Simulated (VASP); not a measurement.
# Tl (Im-3m) in VASP: notebook

Tl is run at these levels: PBE, LDA, r2SCAN; tasks: electric field gradients.

All numbers are computed with VASP 6.6.1; they aren't measurements. Logs are shortened: lines on timing, memory, paths and dates and some standing lists are left out, and cuts for length are marked.

**1. The cell of the first run**

Symmetry: Im-3m, No. 229, cubic system. The conventional cell has a = 3.882 Å, b = 3.882 Å, c = 3.882 Å, α = 90.00°, β = 90.00°, γ = 90.00°. Tl (site symmetry m-3m) has 14 Tl at 3.36 to 3.88 Å within 4.4 Å.

**2. Electric field gradients, PBE**

Contents of INCAR:

```
SYSTEM = Tl
PREC = Accurate
ENCUT = 520
EDIFF = 1E-8
ISMEAR = -1
SIGMA = 0.05
LREAL = .False.
LASPH = .True.
NELM = 100
ALGO = Normal
ISIF = 2
LWAVE = .False.
LCHARG = .False.
GGA = PE
LEFG = .True.
NBANDS = 12
```

Contents of KPOINTS:

```
regular mesh
0
Gamma
  4 4 4
  0 0 0
```

Contents of POSCAR:

```
Tl
1.0
   -1.9410000000      1.9410000000      1.9410000000
    1.9410000000     -1.9410000000      1.9410000000
    1.9410000000      1.9410000000     -1.9410000000
Tl
1
Direct
    0.0000000000      0.0000000000      0.0000000000
```

Potentials or basis: VASP PAW PBE potentials, release 64 (Tl_d).

On the command line:

```
cat potpaw_PBE.64/Tl_d/POTCAR > POTCAR
mpirun -np 1 vasp_std > vasp.out
```

OUTCAR:

```text
SYSTEM = Tl
   PREC = Accurate
   ENCUT = 520
   EDIFF = 1E-8
   ISMEAR = -1
   LREAL = .False.
   LASPH = .True.
   NELM = 100
   ISIF = 2
   GGA = PE

 ion  position               nearest neighbor table
   1  0.000  0.000  0.000-

  LATTYP: Found a body centered cubic cell.
 ALAT       =     3.8820000000

  Lattice vectors:

 A1 = (  -1.9410000000,   1.9410000000,   1.9410000000)
 A2 = (   1.9410000000,  -1.9410000000,   1.9410000000)
 A3 = (   1.9410000000,   1.9410000000,  -1.9410000000)

Analysis of symmetry for initial positions (statically):
=====================================================================
 Subroutine PRICEL returns:
 Original cell was already a primitive cell.

 Routine SETGRP: Setting up the symmetry group for a
 body centered cubic supercell.

 Subroutine GETGRP returns: Found 48 space group operations
 (whereof 48 operations were pure point group operations)
 out of a pool of 48 trial point group operations.

The static configuration has the point symmetry O_h .

Analysis of symmetry for dynamics (positions and initial velocities):
=====================================================================
 Subroutine PRICEL returns:
 Original cell was already a primitive cell.

 Routine SETGRP: Setting up the symmetry group for a
 body centered cubic supercell.

 Subroutine GETGRP returns: Found 48 space group operations
 (whereof 48 operations were pure point group operations)
 out of a pool of 48 trial point group operations.

The dynamic configuration has the point symmetry O_h .

 Subroutine INISYM returns: Found 48 space group operations
 (whereof 48 operations are pure point group operations),
 and found     1 'primitive' translations

----------------------------------------------------------------------------------------

                                     Primitive cell

  volume of cell :      29.2507

  direct lattice vectors                    reciprocal lattice vectors
    -1.941000000  1.941000000  1.941000000     0.000000000  0.257599176  0.257599176
     1.941000000 -1.941000000  1.941000000     0.257599176  0.000000000  0.257599176
     1.941000000  1.941000000 -1.941000000     0.257599176  0.257599176  0.000000000

  length of vectors
     3.361910617  3.361910617  3.361910617     0.364300248  0.364300248  0.364300248

  position of ions in fractional coordinates (direct lattice)
     0.000000000  0.000000000  0.000000000

  ion indices of the primitive-cell ions
   primitive index   ion index
                 1           1

----------------------------------------------------------------------------------------

 KPOINTS: regular mesh

Automatic generation of k-mesh.
 Grid dimensions read from file:
 generate k-points for:    4    4    4

 Generating k-lattice:

  Cartesian coordinates                     Fractional coordinates (reciprocal lattice)
     0.000000000  0.064399794  0.064399794     0.250000000  0.000000000  0.000000000
     0.064399794  0.000000000  0.064399794     0.000000000  0.250000000  0.000000000
     0.064399794  0.064399794  0.000000000     0.000000000  0.000000000  0.250000000

  Length of vectors
     0.091075062  0.091075062  0.091075062

  Shift w.r.t. Gamma in fractional coordinates (k-lattice)
     0.000000000  0.000000000  0.000000000

 Subroutine IBZKPT returns following result:
 ===========================================

 Found      8 irreducible k-points:

 Following reciprocal coordinates:
            Coordinates               Weight
  0.000000  0.000000  0.000000      1.000000
  0.250000  0.000000  0.000000     12.000000
  0.500000  0.000000  0.000000      6.000000
  0.250000  0.250000  0.000000     24.000000
  0.250000  0.250000  0.250000      2.000000
 -0.250000  0.250000  0.250000      6.000000
  0.500000  0.500000  0.250000     12.000000
  0.500000  0.500000  0.500000      1.000000
   k-points           NKPTS =      8   k-points in BZ     NKDIM =      8   number of bands    NBANDS=     12
   number of dos      NEDOS =    301   number of ions     NIONS =      1
   total plane-waves  NPLWV =  21952
   dimension x,y,z NGX =    28 NGY =   28 NGZ =   28
   dimension x,y,z NGXF=    56 NGYF=   56 NGZF=   56
   ions per type =               1
   NGX,Y,Z   is equivalent  to a cutoff of  13.85, 13.85, 13.85 a.u.
   NGXF,Y,Z  is equivalent  to a cutoff of  27.69, 27.69, 27.69 a.u.
 SYSTEM =  Tl
   PREC   = accura    normal or accurate (medium, high low for compatibility)
   ISTART =      0    job   : 0-new  1-cont  2-samecut
   ICHARG =      2    charge: 1-file 2-atom 10-const
   ISPIN  =      1    spin polarized calculation?
   LNONCOLLINEAR =      F non collinear calculations
   LSORBIT =      F    spin-orbit coupling
   LASPH  =      T    aspherical Exc in radial PAW
   ENCUT  =  520.0 eV  38.22 Ry    6.18 a.u.   6.25  6.25  6.25*2*pi/ulx,y,z
   NELM   =    100;   NELMIN=  2; NELMDL= -5     # of ELM steps
   EDIFF  = 0.1E-07   stopping-criterion for ELM
   LREAL  =      F    real-space projection
   EDIFFG = 0.1E-06   stopping-criterion for IOM
   NSW    =      0    number of steps for IOM
   IBRION =     -1    ionic relax: 0-MD 1-quasi-New 2-CG
   NFREE  =      0    steps in history (QN), initial steepest desc. (CG)
   ISIF   =      2    stress and relaxation
   ISYM   =      2    0-nonsym 1-usesym 2-fastsym
   POTIM  = 0.5000    time-step for ionic-motion
   TEBEG  =    0.0;   TEEND  =   0.0 temperature during run
   PSTRESS=    0.0 pullay stress
   NELECT =      13.0000    total number of electrons
   NUPDOWN=      -1.0000    fix difference up-down
   EMIN   =  10.00;   EMAX   =-10.00  energy-range for DOS
   EFERMI =   0.00;   METHOD = LEGACY
   ISMEAR =    -1;   SIGMA  =   0.05  broadening in eV -4-tet -1-fermi 0-gaus
   EFERMI_NEDOS =   21; number of points for ismear=-14 and -15
   IALGO  =     38    algorithm
   IMIX   =      4    mixing-type and parameters
     AMIX     =   0.40;   BMIX     =  1.00
     AMIX_MAG =   1.60;   BMIX_MAG =  1.00
  volume/ion in A,a.u.               =      29.25       197.39
  Fermi-wavevector in a.u.,A,eV,Ry     =   1.249330  2.360891 21.236311  1.560825
  Thomas-Fermi vector in A             =   2.383375
   LORBIT       =      0    0 simple, 1 ext, 2 COOP (PROOUT), +10 PAW based schemes
   GGA     = PE    functional components
[... 5 lines left out ...]
 non-spin polarized calculation
  energy-cutoff  :      520.00
  volume of cell :       29.25
 maximum number of plane-waves:       798
 NGX is ok and might be reduce to    28
   NGX = 13   NGY = 13   NGZ = 13

 number of electron      13.0000002 magnetization

 Free energy of the ion-electron system (eV)
  ---------------------------------------------------
  ext. energy  EPLUGINS =         0.00000000
  ---------------------------------------------------
  free energy    TOTEN  =        -2.13126596 eV

  energy without entropy =       -2.10579620  energy(sigma->0) =       -2.11853108

 E-fermi :   6.2855     XC(G=0): -10.0677

 val. band max:        6.2687036941   @ k =   0.2500   0.2500   0.0000
 cond. band min:       7.1136375942   @ k =   0.2500   0.2500   0.2500
 fundamental gap:      0.8449339001
 Fermi energy:         6.2855273029

 k-point     1 :       0.0000    0.0000    0.0000
  band No.  band energies     occupation
      1      -5.2808      2.00000
      2      -5.2808      2.00000
      3      -5.2808      2.00000
      4      -4.8721      2.00000
      5      -4.8721      2.00000
      6      -3.5371      2.00000
      7      16.9521      0.00000
      8      16.9521      0.00000
      9      16.9521      0.00000
     10      18.6453      0.00000
     11      18.6453      0.00000
     12      18.6453      0.00000

 k-point     2 :       0.2500    0.0000    0.0000
  band No.  band energies     occupation
      1      -5.3682      2.00000
      2      -5.2892      2.00000
      3      -4.9558      2.00000
      4      -4.9307      2.00000
      5      -4.8726      2.00000
      6      -2.1017      2.00000
      7       9.7952      0.00000
      8      13.9908      0.00000
      9      14.8267      0.00000
     10      16.9000      0.00000
     11      17.9136      0.00000
     12      19.7640      0.00000
[... 76 lines left out ...]
 k-point     8 :       0.5000    0.5000    0.5000
  band No.  band energies     occupation
      1      -5.4752      2.00000
      2      -5.4752      2.00000
      3      -4.6675      2.00000
      4      -4.6675      2.00000
      5      -4.6675      2.00000
      6       4.6496      2.00000
      7       7.7924      0.00000
      8       7.7924      0.00000
      9       7.7924      0.00000
     10      12.8077      0.00000
     11      12.8077      0.00000
     12      24.4749      0.00000

------------------------ aborting loop because EDIFF is reached ----------------------------------------

  FORCE on cell =-STRESS in cart. coord.  units (eV):
  Direction    XX          YY          ZZ          XY          YZ          ZX
  --------------------------------------------------------------------------------------
  -------------------------------------------------------------------------------------
  Total        0.6263224      0.6263224      0.6263224      0.0000000      0.0000000      0.0000000
  in kB       34.3061455     34.3061455     34.3061455      0.0000000      0.0000000      0.0000000
  external PRESSURE =      34.3061455 kB  Pullay stress =       0.0000000 kB

 VOLUME and BASIS-vectors are now :
 -----------------------------------------------------------------------------
  energy-cutoff  :      520.00
  volume of cell :       29.25
      direct lattice vectors                 reciprocal lattice vectors
    -1.941000000  1.941000000  1.941000000     0.000000000  0.257599176  0.257599176
     1.941000000 -1.941000000  1.941000000     0.257599176  0.000000000  0.257599176
     1.941000000  1.941000000 -1.941000000     0.257599176  0.257599176  0.000000000

 POSITION                                       TOTAL-FORCE (eV/Angst)
 -----------------------------------------------------------------------------------
      0.00000      0.00000      0.00000         0.000000      0.000000     -0.000000
 -----------------------------------------------------------------------------------
    total drift:                               -0.000000     -0.000000     -0.000000

  FREE ENERGIE OF THE ION-ELECTRON SYSTEM (eV)
  ---------------------------------------------------
  free  energy   TOTEN  =        -2.1312659634 eV

  energy  without entropy=       -2.1057962041  energy(sigma->0) =       -2.11853108

 Electric field gradients (V/A^2)
---------------------------------------------------------------------
 ion       V_xx      V_yy      V_zz      V_xy      V_xz      V_yz
---------------------------------------------------------------------
   1      -0.000     0.000     0.000     0.001     0.001     0.001
---------------------------------------------------------------------

 Electric field gradients after diagonalization (V/A^2)
 (convention: |V_zz| > |V_xx| > |V_yy|)
----------------------------------------------------------------------
 ion       V_xx      V_yy      V_zz     asymmetry (V_yy - V_xx)/ V_zz
----------------------------------------------------------------------
   1      -0.001    -0.001     0.001       0.000
----------------------------------------------------------------------

           NMR quadrupolar parameters

 Cq : quadrupolar parameter    Cq=e*Q*V_zz/h
 eta: asymmetry parameters     (V_yy - V_xx)/ V_zz
 Q  : nuclear electric quadrupole moment in mb (millibarn)
----------------------------------------------------------------------
 ion       Cq(MHz)       eta       Q (mb)
----------------------------------------------------------------------
   1       0.000       0.000       1.000
----------------------------------------------------------------------
```

It used 3.6 s of CPU time on 1 thread of Intel Xeon 6975P-C, with other jobs on the host.

Results:

```yaml
Free_energy: -2.1313 eV
Pressure: 3.4 GPa
```

Levels at points of the mesh, in eV from the Fermi level:
```tsv
k point	band 2	band 3	band 4	band 5	band 6	band 7	band 8	band 9	band 10	band 11
(0.00, 0.00, 0.00)	-11.57	-11.57	-11.16	-11.16	-9.82	10.67	10.67	10.67	12.36	12.36
(0.50, 0.00, 0.00)	-11.71	-11.18	-11.16	-10.89	-4.96	-2.58	5.81	7.17	10.02	11.21
(0.50, 0.50, 0.50)	-11.76	-10.95	-10.95	-10.95	-1.64	1.51	1.51	1.51	6.52	6.52
```

Caveat: the k points lie up to 0.57 Å⁻¹ apart; without QUAD_EFG the Cq values of the log hold for a quadrupole moment of 1 mb, not for the nuclei; spin-orbit coupling is left out, which moves the levels of the heavy elements.

(Part 1 of 3 ends here.)
